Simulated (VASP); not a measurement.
# Al2Te4Ru (I-4) in VASP: single point with r2SCAN

Aim: the single point of Al2Te4Ru with r2SCAN.

All numbers are computed with VASP 6.6.1; they aren't measurements. Logs are shortened: lines on timing, memory, paths and dates and some standing lists are left out, and cuts for length are marked.

## (1) The cell of the first run

Symmetry: I-4, No. 82, tetragonal system. Conventional cell: a = 5.921 Å, b = 5.921 Å, c = 12.059 Å, α = 90.00°, β = 90.00°, γ = 90.00°. Within 3.4 Å of Al (site symmetry -4) lie 4 Te at 2.58 Å. Within 3.4 Å of Al (site symmetry -4) lie 4 Te at 2.58 Å. Ru (site symmetry -4) has 4 Te at 2.58 Å within 3.4 Å. Te (site symmetry 1) has 2 Al at 2.58 Å and 1 Ru at 2.58 Å within 3.4 Å.

## (2) Single point, r2SCAN

File POSCAR:

```
Al2Te4Ru
1.0
    0.0000000000      5.9205670000      0.0000000000
    5.9205670000      0.0000000000      0.0000000000
    2.9602830000      2.9602830000     -6.0296510000
Al Ru Te
2 1 4
Direct
    0.5000000000      0.5000000000      0.0000000000
    0.7500000000      0.2500000000      0.5000000000
    0.0000000000      0.0000000000      0.0000000000
    0.3750000000      0.3750000000      0.7500000000
    0.6250000000      0.1250000000      0.2500000000
    0.8750000000      0.8750000000      0.7500000000
    0.1250000000      0.6250000000      0.2500000000
```

File INCAR.step1:

```
ALGO = Normal ; EDIFF = 1E-4
ENCUT = 520 ; GGA = PE
ISMEAR = -1 ; LASPH = True
LCHARG = False ; LREAL = False
LWAVE = True ; NBANDS = 31
NELM = 80 ; PREC = Accurate
SIGMA = 0.0468
```

File INCAR.step2:

```
ALGO = Normal ; EDIFF = 1E-6
ENCUT = 520 ; ISIF = 2
ISMEAR = -1 ; ISTART = 1
LASPH = True ; LCHARG = False
LMIXTAU = True ; LREAL = False
LWAVE = False ; METAGGA = R2SCAN
NBANDS = 31 ; NELM = 80
PREC = Accurate ; SIGMA = 0.0468
```

File KPOINTS:

```
k-points
0
Gamma
  7 7 7
```

Potentials or basis: VASP PAW PBE potentials, release 64 (Al, Ru_pv, Te).

Command:

```bash
cat potpaw_PBE.64/Al/POTCAR potpaw_PBE.64/Ru_pv/POTCAR potpaw_PBE.64/Te/POTCAR > POTCAR
cp INCAR.step1 INCAR
mpirun -np 1 vasp_std > vasp.out
cp INCAR.step2 INCAR
mpirun -np 1 vasp_std > vasp.out
```

OUTCAR:

```text
EDIFF = 1E-6
   ENCUT = 520
   ISIF = 2
   ISMEAR = -1
   ISTART = 1
   LASPH = True
   LREAL = False
   METAGGA = R2SCAN
   NELM = 80
   PREC = Accurate

 ion  position               nearest neighbor table
   1  0.500  0.500  0.000-   4 2.58   5 2.58   7 2.58   6 2.58
   2  0.750  0.250  0.500-   5 2.58   4 2.58   6 2.58   7 2.58
   3  0.000  0.000  0.000-   6 2.58   5 2.58   7 2.58   4 2.58
   4  0.375  0.375  0.750-   1 2.58   2 2.58   3 2.58
   5  0.625  0.125  0.250-   2 2.58   1 2.58   3 2.58
   6  0.875  0.875  0.750-   3 2.58   2 2.58   1 2.58
   7  0.125  0.625  0.250-   1 2.58   3 2.58   2 2.58

  LATTYP: Found a body centered tetragonal cell.
 ALAT       =     5.9205670000
 C/A-ratio  =     2.0368491734

  Lattice vectors:

 A1 = (  -2.9602830000,   2.9602840000,   6.0296510000)
 A2 = (   2.9602840000,  -2.9602830000,   6.0296510000)
 A3 = (   2.9602830000,   2.9602830000,  -6.0296510000)

Analysis of symmetry for initial positions (statically):
=====================================================================
 Subroutine PRICEL returns:
 Original cell was already a primitive cell.

 Routine SETGRP: Setting up the symmetry group for a
 body centered tetragonal supercell.

 Subroutine GETGRP returns: Found  4 space group operations
 (whereof  4 operations were pure point group operations)
 out of a pool of 16 trial point group operations.

The static configuration has the point symmetry S_4 .

Analysis of symmetry for dynamics (positions and initial velocities):
=====================================================================
 Subroutine PRICEL returns:
 Original cell was already a primitive cell.

 Routine SETGRP: Setting up the symmetry group for a
 body centered tetragonal supercell.

 Subroutine GETGRP returns: Found  4 space group operations
 (whereof  4 operations were pure point group operations)
 out of a pool of 16 trial point group operations.

The dynamic configuration has the point symmetry S_4 .

 Subroutine INISYM returns: Found  4 space group operations
 (whereof  4 operations are pure point group operations),
 and found     1 'primitive' translations

----------------------------------------------------------------------------------------

                                     Primitive cell

  volume of cell :     211.3580

  direct lattice vectors                    reciprocal lattice vectors
     0.000000000  5.920567000  0.000000000     0.000000000  0.168902742  0.082923525
     5.920567000  0.000000000  0.000000000     0.168902742  0.000000000  0.082923525
     2.960283000  2.960283000 -6.029651000     0.000000000  0.000000000 -0.165847078

  length of vectors
     5.920567000  5.920567000  7.340520558     0.188160695  0.188160695  0.165847078

  position of ions in fractional coordinates (direct lattice)
     0.500000000  0.500000000  0.000000000
     0.750000000  0.250000000  0.500000000
     0.000000000  0.000000000  0.000000000
     0.375000000  0.375000000  0.750000000
     0.625000000  0.125000000  0.250000000
     0.875000000  0.875000000  0.750000000
     0.125000000  0.625000000  0.250000000

  ion indices of the primitive-cell ions
   primitive index   ion index
                 1           1
                 2           2
                 3           3
                 4           4
                 5           5
                 6           6
                 7           7

----------------------------------------------------------------------------------------

 KPOINTS: k-points

Automatic generation of k-mesh.
 Grid dimensions read from file:
 generate k-points for:    7    7    7

 Generating k-lattice:

  Cartesian coordinates                     Fractional coordinates (reciprocal lattice)
     0.000000000  0.024128963  0.011846218     0.142857143  0.000000000  0.000000000
     0.024128963  0.000000000  0.011846218     0.000000000  0.142857143  0.000000000
     0.000000000  0.000000000 -0.023692440     0.000000000  0.000000000  0.142857143

  Length of vectors
     0.026880099  0.026880099  0.023692440

  Shift w.r.t. Gamma in fractional coordinates (k-lattice)
     0.000000000  0.000000000  0.000000000

 Subroutine IBZKPT returns following result:
 ===========================================

 Found     52 irreducible k-points:

 Following reciprocal coordinates:
            Coordinates               Weight
  0.000000  0.000000  0.000000      1.000000
  0.142857  0.000000  0.000000      8.000000
  0.285714  0.000000  0.000000      8.000000
  0.428571  0.000000 -0.000000      8.000000
  0.142857  0.142857  0.000000      8.000000
  0.285714  0.142857 -0.000000      8.000000
[... 16 lines left out ...]
  0.000000  0.000000  0.142857      2.000000
  0.285714  0.000000  0.142857      4.000000
 [... further k-points ...]
   k-points           NKPTS =     52   k-points in BZ     NKDIM =     52   number of bands    NBANDS=     31
   number of dos      NEDOS =    301   number of ions     NIONS =      7
   total plane-waves  NPLWV = 129024
   dimension x,y,z NGX =    48 NGY =   48 NGZ =   56
   dimension x,y,z NGXF=    96 NGYF=   96 NGZF=  112
   ions per type =               2   1   4
   NGX,Y,Z   is equivalent  to a cutoff of  13.48, 13.48, 12.68 a.u.
   NGXF,Y,Z  is equivalent  to a cutoff of  26.96, 26.96, 25.37 a.u.
 SYSTEM =  unknown system
   PREC   = accura    normal or accurate (medium, high low for compatibility)
   ISTART =      1    job   : 0-new  1-cont  2-samecut
   ICHARG =      0    charge: 1-file 2-atom 10-const
   ISPIN  =      1    spin polarized calculation?
   LNONCOLLINEAR =      F non collinear calculations
   LSORBIT =      F    spin-orbit coupling
   LASPH  =      T    aspherical Exc in radial PAW
   ENCUT  =  520.0 eV  38.22 Ry    6.18 a.u.  11.01 11.01 13.65*2*pi/ulx,y,z
   NELM   =     80;   NELMIN=  2; NELMDL=  0     # of ELM steps
   EDIFF  = 0.1E-05   stopping-criterion for ELM
   LREAL  =      F    real-space projection
   EDIFFG = 0.1E-04   stopping-criterion for IOM
   NSW    =      0    number of steps for IOM
   IBRION =     -1    ionic relax: 0-MD 1-quasi-New 2-CG
   NFREE  =      0    steps in history (QN), initial steepest desc. (CG)
   ISIF   =      2    stress and relaxation
   ISYM   =      2    0-nonsym 1-usesym 2-fastsym
   POTIM  = 0.5000    time-step for ionic-motion
   TEBEG  =    0.0;   TEEND  =   0.0 temperature during run
   PSTRESS=    0.0 pullay stress
   NELECT =      44.0000    total number of electrons
   NUPDOWN=      -1.0000    fix difference up-down
   EMIN   =  10.00;   EMAX   =-10.00  energy-range for DOS
   EFERMI =   0.00;   METHOD = LEGACY
   ISMEAR =    -1;   SIGMA  =   0.05  broadening in eV -4-tet -1-fermi 0-gaus
   EFERMI_NEDOS =   21; number of points for ismear=-14 and -15
   IALGO  =     38    algorithm
   IMIX   =      4    mixing-type and parameters
     AMIX     =   0.40;   BMIX     =  1.00
     AMIX_MAG =   1.60;   BMIX_MAG =  1.00
  volume/ion in A,a.u.               =      30.19       203.76
  Fermi-wavevector in a.u.,A,eV,Ry     =   0.970256  1.833517 12.808468  0.941396
  Thomas-Fermi vector in A             =   2.100376
   LORBIT       =      0    0 simple, 1 ext, 2 COOP (PROOUT), +10 PAW based schemes
   METAGGA = R2SCAN    functional components
   LHFCALC =     F    Hartree Fock is set to
   AEXX    =    0.0000 exact exchange contribution
   IVDW    =     0    specifies the selected vdW correction
   LEPSILON=     F    determine dielectric tensor
   LRPA    =     F    only Hartree local field effects (RPA)
 non-spin polarized calculation
  energy-cutoff  :      520.00
  volume of cell :      211.36
 maximum number of plane-waves:      5726
 NGX is ok and might be reduce to    48
   NGX = 21   NGY = 21   NGZ = 27

 number of electron      43.9999999 magnetization

 Free energy of the ion-electron system (eV)
  ---------------------------------------------------
  ext. energy  EPLUGINS =         0.00000000
  ---------------------------------------------------
  free energy    TOTEN  =      -141.34614434 eV

  energy without entropy =     -141.29899650  energy(sigma->0) =     -141.32257042

 E-fermi :   5.3275     XC(G=0):  -9.2866

 val. band max:        5.3224761100   @ k =  -0.4286   0.1429  -0.1429
 cond. band min:       5.3293901991   @ k =   0.4286   0.0000  -0.0000
 fundamental gap:      0.0069140890
 Fermi energy:         5.3275333656

 k-point     1 :       0.0000    0.0000    0.0000
  band No.  band energies     occupation
      1     -38.3025      2.00000
      2     -38.3025      2.00000
      3     -38.2476      2.00000
      4      -7.9862      2.00000
      5      -6.5024      2.00000
      6      -6.4363      2.00000
[... 23 lines left out ...]
     30       9.2427      0.00000
     31       9.9847      0.00000

 k-point     2 :       0.1429    0.0000    0.0000
  band No.  band energies     occupation
      1     -38.3025      2.00000
      2     -38.3025      2.00000
      3     -38.2475      2.00000
      4      -7.9194      2.00000
      5      -6.5335      2.00000
      6      -6.4855      2.00000
[... 23 lines left out ...]
     30       9.3846      0.00000
     31       9.7883      0.00000

 k-point     3 :       0.2857    0.0000    0.0000
  band No.  band energies     occupation
      1     -38.3025      2.00000
      2     -38.3025      2.00000
      3     -38.2475      2.00000
      4      -7.7310      2.00000
      5      -6.7109      2.00000
      6      -6.5504      2.00000
[... 23 lines left out ...]
     30       9.7274      0.00000
     31       9.9768      0.00000

 k-point     4 :       0.4286    0.0000   -0.0000
  band No.  band energies     occupation
      1     -38.3025      2.00000
      2     -38.3025      2.00000
      3     -38.2475      2.00000
      4      -7.4773      2.00000
      5      -6.9794      2.00000
      6      -6.5956      2.00000
[... 635 lines left out ...]
     30       9.6389      0.00000
     31       9.8787      0.00000

 k-point    23 :       0.0000    0.0000    0.1429
  band No.  band energies     occupation
      1     -38.3025      2.00000
      2     -38.3025      2.00000
      3     -38.2475      2.00000
      4      -7.9313      2.00000
      5      -6.6060      2.00000
      6      -6.4381      2.00000
[... 23 lines left out ...]
     30       8.9898      0.00000
     31       9.8268      0.00000

 k-point    24 :       0.2857    0.0000    0.1429
  band No.  band energies     occupation
      1     -38.3025      2.00000
      2     -38.3025      2.00000
      3     -38.2475      2.00000
      4      -7.7796      2.00000
      5      -6.6340      2.00000
      6      -6.5883      2.00000
[... 23 lines left out ...]
     30       9.5544      0.00000
     31       9.8566      0.00000

 [... further k-points ...]

------------------------ aborting loop because EDIFF is reached ----------------------------------------

  FORCE on cell =-STRESS in cart. coord.  units (eV):
  Direction    XX          YY          ZZ          XY          YZ          ZX
  --------------------------------------------------------------------------------------
  -------------------------------------------------------------------------------------
  Total        3.4460824      3.4460824      2.1133321      0.0000032      0.0000002      0.0000002
  in kB       26.1226638     26.1226638     16.0198912      0.0000241      0.0000013      0.0000013
  external PRESSURE =      22.7550729 kB  Pullay stress =       0.0000000 kB

 VOLUME and BASIS-vectors are now :
 -----------------------------------------------------------------------------
  energy-cutoff  :      520.00
  volume of cell :      211.36
      direct lattice vectors                 reciprocal lattice vectors
     0.000000000  5.920567000  0.000000000     0.000000000  0.168902742  0.082923525
     5.920567000  0.000000000  0.000000000     0.168902742  0.000000000  0.082923525
     2.960283000  2.960283000 -6.029651000     0.000000000  0.000000000 -0.165847078

 POSITION                                       TOTAL-FORCE (eV/Angst)
 -----------------------------------------------------------------------------------
      2.96028      2.96028      0.00000         0.000000      0.000000      0.000000
      2.96028      5.92057     -3.01483         0.000000      0.000000      0.000000
      0.00000      0.00000      0.00000         0.000000      0.000000      0.000000
      4.44042      4.44042     -4.52224         0.122982     -0.821813      0.039297
      1.48014      4.44043     -1.50741        -0.821813     -0.122982     -0.039297
      7.40071      7.40071     -4.52224        -0.122982      0.821813      0.039297
      4.44043      1.48014     -1.50741         0.821813      0.122982     -0.039297
 -----------------------------------------------------------------------------------
    total drift:                                0.000216      0.000221      0.000235

  FREE ENERGIE OF THE ION-ELECTRON SYSTEM (eV)
  ---------------------------------------------------
  free  energy   TOTEN  =      -141.3461443431 eV

  energy  without entropy=     -141.2989964990  energy(sigma->0) =     -141.32257042
```

Run time: 40 min. Hardware: 1 thread of Oxide Virtual Turin-like, shared host; peak memory 0.54 GiB.

Results:

```yaml
Free_energy: -141.3461 eV
Pressure: 2.3 GPa
Largest_force: 0.832 eV/Å
Band_gap_on_the_k_mesh: zero (bands 22 and 23 overlap by 0.33 eV)
```

Forces on the atoms (eV/Å):
```
Al   0.000  0.000  0.000
Al   0.000  0.000  0.000
Ru   0.000  0.000  0.000
Te   0.123 -0.822  0.039
Te  -0.822 -0.123 -0.039
Te  -0.123  0.822  0.039
Te   0.822  0.123 -0.039
```

Levels at points of the mesh, in eV from the Fermi level:
```
           k point  band 20  band 21  band 22  band 23  band 24  band 25
(0.00, 0.00, 0.00)    -1.60    -0.90     0.31     0.54     0.54     2.14
```

Caveat: the PAW data sets were made with another functional, which shifts forces and pressure a little; spin-orbit coupling is left out, which moves the levels of the heavy elements.
